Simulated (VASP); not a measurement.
Set up this calculation in VASP 6.6.1, as the native input.

- Task: single point
- Functional: PBE
- Potentials or basis: VASP PAW PBE potentials, release 64 (Na_pv)
- Cutoff: 500 eV
- k mesh: 11 × 11 × 6
- Occupations: fermi-dirac, width 0.1 eV
- Spin: no spin polarisation
- Dipole correction: no
- Further INCAR settings: ALGO = Normal; EDIFF = 1e-06; NBANDS = 14

The structure of Na lies in POSCAR:

```
Na
1.0
    3.7938572712      0.0000000000      0.0000000000
   -1.8969286356      3.2855767752      0.0000000000
    0.0000000000      0.0000000000      6.1949454528
Na
2
Direct
    0.3333333333      0.6666666667      0.2500000000
    0.6666666667      0.3333333333      0.7500000000
```

This cell differs from its parent crystal: volume scaled by 1.04.

One way to write it, as run:

INCAR

```
SYSTEM = Na
PREC = Accurate
ENCUT = 500
EDIFF = 1E-6
ISMEAR = -1
SIGMA = 0.1
LREAL = .False.
LASPH = .True.
NELM = 120
ALGO = Normal
ISIF = 2
LWAVE = .False.
LCHARG = .False.
GGA = PE
NBANDS = 14
GGA_COMPAT = .False.
```

KPOINTS

```
Automatic mesh
0
Gamma
  11 11 6
  0 0 0
```

Potentials or basis: VASP PAW PBE potentials, release 64 (Na_pv).

Launch:

```console
$ cat potpaw_PBE.64/Na_pv/POTCAR > POTCAR
$ mpirun -np 1 vasp_std > vasp.out
```

Results of the run:

```json
{"Pressure": "-0.3 GPa", "Band gap on the k mesh": "zero (band 7 reaches 1.96 eV, above the bottom of band 8 at -1.98 eV)"}
```

Run time: 32 s on 1 thread of Intel Xeon 6975P-C, on a shared host, peak memory 0.2 GiB.
